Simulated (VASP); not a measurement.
# PtSe (P-6m2) in VASP: single point with PBEsol+U

Aim: the single point of PtSe with PBEsol+U.

All numbers are computed with VASP 6.6.1; they aren't measurements. Logs are shortened: lines on timing, memory, paths and dates and some standing lists are left out, and cuts for length are marked.

### 1 The cell of the first run

Symmetry: P-6m2, No. 187, hexagonal system. Conventional cell: a = 3.702 Å, b = 3.702 Å, c = 3.613 Å, α = 90.00°, β = 90.00°, γ = 120.00°. Within 3.8 Å of Pt (site symmetry -6m2) lie 6 Se at 2.80 Å and 8 Pt at 3.61 to 3.70 Å. Se (site symmetry -6m2) has 6 Pt at 2.80 Å and 8 Se at 3.61 to 3.70 Å within 3.8 Å.

### 2 Single point, PBEsol+U, collinear spin, zero start

INCAR

```
SYSTEM = PtSe
PREC = Accurate ; ENCUT = 520
EDIFF = 1E-7 ; ISMEAR = 0
SIGMA = 0.05 ; LREAL = .False.
LASPH = .True. ; NELM = 150
ALGO = Normal ; ISIF = 2
LWAVE = .False. ; LCHARG = .True.
ISPIN = 2 ; MAGMOM = 0 0 0 0
LORBIT = 11 ; LMAXMIX = 4
LDAU = .True. ; LDAUTYPE = 2
LDAUL = 2 -1 ; LDAUU = 7 0
LDAUJ = 0 0 ; LDAUPRINT = 1
GGA = PS ; LELF = .True.
LVHAR = .True. ; NBANDS = 28
```

KPOINTS

```
regular mesh
0
Gamma
  6 6 3
  0 0 0
```

POSCAR

```
PtSe
1.0
    3.7018703300      0.0000000000      0.0000000000
   -1.8509351600      3.2059137500      0.0000000000
    0.0000000000      0.0000000000      7.2256840600
Pt Se
2 2
Direct
    0.0000000000      0.0000000000      0.0000000000
    0.0000000000      0.0000000000      0.5000000000
    0.6666666667      0.3333333333      0.2500000000
    0.6666666667      0.3333333333      0.7500000000
```

Potentials or basis: VASP PAW PBE potentials, release 64 (Pt, Se).

On the command line:

```console
$ cat potpaw_PBE.64/Pt/POTCAR potpaw_PBE.64/Se/POTCAR > POTCAR
$ mpirun -np 1 vasp_std > vasp.out
```

OUTCAR:

```text
SYSTEM = PtSe
   PREC = Accurate
   ENCUT = 520
   EDIFF = 1E-7
   ISMEAR = 0
   LREAL = .False.
   LASPH = .True.
   NELM = 150
   ISIF = 2
   ISPIN = 2
   LORBIT = 11
   GGA = PS

 ion  position               nearest neighbor table
   1  0.000  0.000  0.000-   3 2.80   4 2.80   3 2.80   4 2.80   3 2.80   4 2.80
   2  0.000  0.000  0.500-   3 2.80   4 2.80   3 2.80   4 2.80   3 2.80   4 2.80
   3  0.667  0.333  0.250-   1 2.80   2 2.80   1 2.80   2 2.80   1 2.80   2 2.80
   4  0.667  0.333  0.750-   1 2.80   2 2.80   1 2.80   2 2.80   1 2.80   2 2.80

  LATTYP: Found a hexagonal cell.
 ALAT       =     3.7018703300
 C/A-ratio  =     1.9519009084

  Lattice vectors:

 A1 = (   3.7018703300,   0.0000000000,   0.0000000000)
 A2 = (  -1.8509351600,   3.2059137500,   0.0000000000)
 A3 = (   0.0000000000,   0.0000000000,   7.2256840600)

Analysis of symmetry for initial positions (statically):
=====================================================================
 Subroutine PRICEL returns following result:

  LATTYP: Found a hexagonal cell.
 ALAT       =     3.7018703300
 C/A-ratio  =     0.9759504542
[... 12 lines left out ...]
 Subroutine GETGRP returns: Found 12 space group operations
 (whereof 12 operations were pure point group operations)
 out of a pool of 24 trial point group operations.

The static configuration has the point symmetry D_3h.

Analysis of symmetry for dynamics (positions and initial velocities):
=====================================================================
 Subroutine PRICEL returns following result:

  LATTYP: Found a hexagonal cell.
 ALAT       =     3.7018703300
 C/A-ratio  =     0.9759504542
[... 12 lines left out ...]
 Subroutine GETGRP returns: Found 12 space group operations
 (whereof 12 operations were pure point group operations)
 out of a pool of 24 trial point group operations.

The dynamic configuration has the point symmetry D_3h.

Analysis of structural, dynamic, and magnetic symmetry:
=====================================================================
 Subroutine PRICEL returns following result:

  LATTYP: Found a hexagonal cell.
 ALAT       =     3.7018703300
 C/A-ratio  =     0.9759504542
[... 12 lines left out ...]
 Subroutine GETGRP returns: Found 12 space group operations
 (whereof 12 operations were pure point group operations)
 out of a pool of 24 trial point group operations.

The overall configuration has the point symmetry D_3h.

 Subroutine INISYM returns: Found 12 space group operations
 (whereof 12 operations are pure point group operations),
 and found     2 'primitive' translations

----------------------------------------------------------------------------------------

                                     Primitive cell

  volume of cell :      42.8768

  direct lattice vectors                    reciprocal lattice vectors
     3.701870330  0.000000000  0.000000000     0.270133719  0.155961775  0.000000000
    -1.850935160  3.205913750  0.000000000     0.000000000  0.311923551  0.000000000
     0.000000000  0.000000000  3.612842030     0.000000000  0.000000000  0.276790403

  length of vectors
     3.701870330  3.701870330  3.612842030     0.311923551  0.311923551  0.276790403

  position of ions in fractional coordinates (direct lattice)
     0.000000000  0.000000000  0.000000000
     0.666666667  0.333333333  0.500000000

  ion indices of the primitive-cell ions
   primitive index   ion index
                 1           1
                 2           3

----------------------------------------------------------------------------------------

 KPOINTS: regular mesh

Automatic generation of k-mesh.
 Grid dimensions read from file:
 generate k-points for:    6    6    3

 Generating k-lattice:

  Cartesian coordinates                     Fractional coordinates (reciprocal lattice)
     0.045022287  0.025993629  0.000000000     0.166666667  0.000000000  0.000000000
     0.000000000  0.051987258  0.000000000     0.000000000  0.166666667  0.000000000
     0.000000000  0.000000000  0.046131734     0.000000000  0.000000000  0.333333333

  Length of vectors
     0.051987258  0.051987258  0.046131734

  Shift w.r.t. Gamma in fractional coordinates (k-lattice)
     0.000000000  0.000000000  0.000000000

 Subroutine IBZKPT returns following result:
 ===========================================

[... 74 lines left out ...]
  volume of cell :       85.75
 maximum number of plane-waves:      2334
 NGX is ok and might be reduce to    28
   NGX = 13   NGY = 13   NGZ = 27

 number of electron      31.9999998 magnetization      -0.0000010

atom =   1  type =  1  l = 2

 onsite density matrix

spin component  1

  0.9277 -0.0000 -0.0000 -0.0000  0.0000
 -0.0000  0.8130  0.0000  0.0000  0.0000
 -0.0000  0.0000  0.9627 -0.0000  0.0000
 -0.0000  0.0000 -0.0000  0.8130 -0.0000
  0.0000  0.0000  0.0000 -0.0000  0.9277

spin component  2

  0.9277 -0.0000 -0.0000 -0.0000  0.0000
 -0.0000  0.8130  0.0000  0.0000  0.0000
 -0.0000  0.0000  0.9627 -0.0000  0.0000
 -0.0000  0.0000 -0.0000  0.8130 -0.0000
  0.0000  0.0000  0.0000 -0.0000  0.9277

 occupancies and eigenvectors

  o =  0.8130  v =  0.0000  0.0000  0.0000  0.0000  0.0000  0.0000  0.5120  0.0000 -0.8590 -0.0000      0.0000  0.0000  0.0000  0.0000  0.0000  0.0000  0.0000  0.0000  0.0000  0.0000
  o =  0.8130  v =  0.0000  0.0000  0.0000  0.0000  0.0000 -0.0000 -0.8590 -0.0000 -0.5120  0.0000      0.0000  0.0000  0.0000  0.0000  0.0000  0.0000  0.0000  0.0000  0.0000  0.0000
  o =  0.8130  v =  0.0000  0.5120 -0.0000 -0.8590 -0.0000  0.0000  0.0000  0.0000  0.0000  0.0000      0.0000  0.0000  0.0000  0.0000  0.0000  0.0000  0.0000  0.0000  0.0000  0.0000
  o =  0.8130  v = -0.0000 -0.8590  0.0000 -0.5120  0.0000  0.0000  0.0000  0.0000  0.0000  0.0000      0.0000  0.0000  0.0000  0.0000  0.0000  0.0000  0.0000  0.0000  0.0000  0.0000
  o =  0.9277  v =  0.0000  0.0000  0.0000  0.0000  0.0000  0.9142 -0.0000  0.0000  0.0000 -0.4054      0.0000  0.0000  0.0000  0.0000  0.0000  0.0000  0.0000  0.0000  0.0000  0.0000
  o =  0.9277  v =  0.0000  0.0000  0.0000  0.0000  0.0000 -0.4054 -0.0000  0.0000  0.0000 -0.9142      0.0000  0.0000  0.0000  0.0000  0.0000  0.0000  0.0000  0.0000  0.0000  0.0000
  o =  0.9277  v =  0.4484 -0.0000  0.0000  0.0000 -0.8938  0.0000  0.0000  0.0000  0.0000  0.0000      0.0000  0.0000  0.0000  0.0000  0.0000  0.0000  0.0000  0.0000  0.0000  0.0000
  o =  0.9277  v =  0.8938  0.0000  0.0000 -0.0000  0.4484  0.0000  0.0000  0.0000  0.0000  0.0000      0.0000  0.0000  0.0000  0.0000  0.0000  0.0000  0.0000  0.0000  0.0000  0.0000
  o =  0.9627  v = -0.0000  0.0000  1.0000 -0.0000  0.0000  0.0000  0.0000  0.0000  0.0000  0.0000      0.0000  0.0000  0.0000  0.0000  0.0000  0.0000  0.0000  0.0000  0.0000  0.0000
  o =  0.9627  v =  0.0000  0.0000  0.0000  0.0000  0.0000 -0.0000 -0.0000  1.0000 -0.0000  0.0000      0.0000  0.0000  0.0000  0.0000  0.0000  0.0000  0.0000  0.0000  0.0000  0.0000

atom =   2  type =  1  l = 2

 onsite density matrix

spin component  1

  0.9277  0.0000 -0.0000 -0.0000 -0.0000
  0.0000  0.8130  0.0000  0.0000  0.0000
 -0.0000  0.0000  0.9627 -0.0000  0.0000
 -0.0000  0.0000 -0.0000  0.8130 -0.0000
 -0.0000  0.0000  0.0000 -0.0000  0.9277

spin component  2

  0.9277  0.0000 -0.0000 -0.0000 -0.0000
  0.0000  0.8130  0.0000  0.0000  0.0000
 -0.0000  0.0000  0.9627 -0.0000  0.0000
 -0.0000  0.0000 -0.0000  0.8130 -0.0000
 -0.0000  0.0000  0.0000 -0.0000  0.9277

 occupancies and eigenvectors

  o =  0.8130  v =  0.0000  0.0000  0.0000  0.0000  0.0000 -0.0000  0.5120 -0.0000 -0.8590  0.0000      0.0000  0.0000  0.0000  0.0000  0.0000  0.0000  0.0000  0.0000  0.0000  0.0000
  o =  0.8130  v =  0.0000  0.0000  0.0000  0.0000  0.0000  0.0000 -0.8590  0.0000 -0.5120 -0.0000      0.0000  0.0000  0.0000  0.0000  0.0000  0.0000  0.0000  0.0000  0.0000  0.0000
  o =  0.8130  v = -0.0000  0.5120 -0.0000 -0.8590 -0.0000  0.0000  0.0000  0.0000  0.0000  0.0000      0.0000  0.0000  0.0000  0.0000  0.0000  0.0000  0.0000  0.0000  0.0000  0.0000
  o =  0.8130  v =  0.0000 -0.8590  0.0000 -0.5120 -0.0000  0.0000  0.0000  0.0000  0.0000  0.0000      0.0000  0.0000  0.0000  0.0000  0.0000  0.0000  0.0000  0.0000  0.0000  0.0000
  o =  0.9277  v =  0.0000  0.0000  0.0000  0.0000  0.0000 -0.9828 -0.0000 -0.0000  0.0000  0.1847      0.0000  0.0000  0.0000  0.0000  0.0000  0.0000  0.0000  0.0000  0.0000  0.0000
  o =  0.9277  v =  0.0000  0.0000  0.0000  0.0000  0.0000 -0.1847  0.0000  0.0000 -0.0000 -0.9828      0.0000  0.0000  0.0000  0.0000  0.0000  0.0000  0.0000  0.0000  0.0000  0.0000
  o =  0.9277  v = -0.9920  0.0000 -0.0000 -0.0000  0.1262  0.0000  0.0000  0.0000  0.0000  0.0000      0.0000  0.0000  0.0000  0.0000  0.0000  0.0000  0.0000  0.0000  0.0000  0.0000
  o =  0.9277  v = -0.1262 -0.0000  0.0000  0.0000 -0.9920  0.0000  0.0000  0.0000  0.0000  0.0000      0.0000  0.0000  0.0000  0.0000  0.0000  0.0000  0.0000  0.0000  0.0000  0.0000
  o =  0.9627  v = -0.0000  0.0000  1.0000 -0.0000  0.0000  0.0000  0.0000  0.0000  0.0000  0.0000      0.0000  0.0000  0.0000  0.0000  0.0000  0.0000  0.0000  0.0000  0.0000  0.0000
  o =  0.9627  v =  0.0000  0.0000  0.0000  0.0000  0.0000 -0.0000  0.0000  1.0000 -0.0000  0.0000      0.0000  0.0000  0.0000  0.0000  0.0000  0.0000  0.0000  0.0000  0.0000  0.0000

 number of electron      31.9999998 magnetization       0.0000002

 Free energy of the ion-electron system (eV)
  ---------------------------------------------------
  ext. energy  EPLUGINS =         0.00000000
  ---------------------------------------------------
  free energy    TOTEN  =       -11.32960825 eV

  energy without entropy =      -11.32491339  energy(sigma->0) =      -11.32726082

 E-fermi :   4.6728     XC(G=0): -10.8170

 val. band max:        4.6629126859   @ k =   0.3333   0.0000   0.3333
 cond. band min:       4.7979943062   @ k =   0.1667   0.1667   0.3333
 fundamental gap:      0.1350816204
 Fermi energy:         4.6727702354

 spin component 1

 k-point     1 :       0.0000    0.0000    0.0000
  band No.  band energies     occupation
      1      -9.1978      1.00000
      2      -8.3728      1.00000
      3      -1.6113      1.00000
      4       0.1754      1.00000
      5       0.4956      1.00000
      6       0.4956      1.00000
[... 423 lines left out ...]
     27      15.3617      0.00000
     28      16.3686      0.00000
 Fermi energy:         4.6727702354

 spin component 2

 k-point     1 :       0.0000    0.0000    0.0000
  band No.  band energies     occupation
      1      -9.1978      1.00000
      2      -8.3728      1.00000
      3      -1.6113      1.00000
      4       0.1754      1.00000
      5       0.4956      1.00000
      6       0.4956      1.00000
[... 423 lines left out ...]
     27      15.3617      0.00000
     28      16.3686      0.00000

------------------------ aborting loop because EDIFF is reached ----------------------------------------

  FORCE on cell =-STRESS in cart. coord.  units (eV):
  Direction    XX          YY          ZZ          XY          YZ          ZX
  --------------------------------------------------------------------------------------
  -------------------------------------------------------------------------------------
  Total       -9.3182886     -9.3182887    -12.8386189     -0.0000000      0.0000000     -0.0000000
  in kB     -174.0983826   -174.0983829   -239.8705246     -0.0000003      0.0000000     -0.0000000
  external PRESSURE =    -196.0224300 kB  Pullay stress =       0.0000000 kB

 VOLUME and BASIS-vectors are now :
 -----------------------------------------------------------------------------
  energy-cutoff  :      520.00
  volume of cell :       85.75
      direct lattice vectors                 reciprocal lattice vectors
     3.701870330  0.000000000  0.000000000     0.270133719  0.155961775  0.000000000
    -1.850935160  3.205913750  0.000000000     0.000000000  0.311923551  0.000000000
     0.000000000  0.000000000  7.225684060     0.000000000  0.000000000  0.138395201

 POSITION                                       TOTAL-FORCE (eV/Angst)
 -----------------------------------------------------------------------------------
      0.00000      0.00000      0.00000        -0.000000      0.000000      0.000000
      0.00000      0.00000      3.61284         0.000000      0.000000     -0.000000
      1.85094      1.06864      1.80642         0.000000     -0.000000      0.000000
      1.85094      1.06864      5.41926         0.000000      0.000000      0.000000
 -----------------------------------------------------------------------------------
    total drift:                                0.000000     -0.000000      0.000000

  FREE ENERGIE OF THE ION-ELECTRON SYSTEM (eV)
  ---------------------------------------------------
  free  energy   TOTEN  =       -11.3296082491 eV

  energy  without entropy=      -11.3249133918  energy(sigma->0) =      -11.32726082

 total charge

# of ion       s       p       d       tot
------------------------------------------
    1        0.419   0.252   8.820   9.491
    2        0.419   0.252   8.820   9.491
    3        1.520   2.000   0.048   3.568
    4        1.520   2.000   0.048   3.568
--------------------------------------------------
tot          3.878   4.505  17.736  26.119

 magnetization (x)

# of ion       s       p       d       tot
------------------------------------------
    1       -0.000  -0.000   0.000   0.000
    2       -0.000  -0.000   0.000   0.000
    3       -0.000  -0.000   0.000  -0.000
    4       -0.000  -0.000   0.000  -0.000
--------------------------------------------------
tot         -0.000  -0.000   0.000   0.000
```

Run time: 58 s. Hardware: 1 thread of Intel Xeon Platinum 8488C (Sapphire Rapids), shared host; peak memory 0.25 GiB.

Results:

| Property | Result |
| --- | --- |
| Free energy | -11.3296 eV |
| Pressure | -19.6 GPa |
| Band gap on the k mesh | zero (filled and empty bands overlap) |
| Net moment | 0.00 μB per cell |
| Valence electrons inside the program's atomic spheres | Pt 9.49; Se 3.57 |

Levels at points of the mesh, in eV from the Fermi level:
Spin up:
| k point | band 13 | band 14 | band 15 | band 16 | band 17 | band 18 | band 19 | band 20 |
| --- | --- | --- | --- | --- | --- | --- | --- | --- |
| (0.00, 0.00, 0.00) | -2.36 | -1.37 | 0.74 | 0.74 | 0.85 | 0.85 | 0.87 | 5.64 |
| (0.50, 0.00, 0.00) | -2.17 | -1.70 | -1.25 | -0.94 | 1.20 | 1.51 | 1.76 | 3.58 |
Spin down:
```tsv
k point	band 13	band 14	band 15	band 16	band 17	band 18	band 19	band 20
(0.00, 0.00, 0.00)	-2.36	-1.37	0.74	0.74	0.85	0.85	0.87	5.64
(0.50, 0.00, 0.00)	-2.17	-1.70	-1.25	-0.94	1.20	1.51	1.76	3.58
```

Eigenvalues of the final occupation matrices:
```tsv
site	spin	trace	eigenvalues
site 1 d	1	4.44	0.81 0.81 0.93 0.93 0.96
site 1 d	2	4.44	0.81 0.81 0.93 0.93 0.96
site 2 d	1	4.44	0.81 0.81 0.93 0.93 0.96
site 2 d	2	4.44	0.81 0.81 0.93 0.93 0.96
```

Caveat: the cell stands under tension; the PAW data sets were made with another functional, which shifts forces and pressure a little; spin-orbit coupling is left out, which moves the levels of the heavy elements.
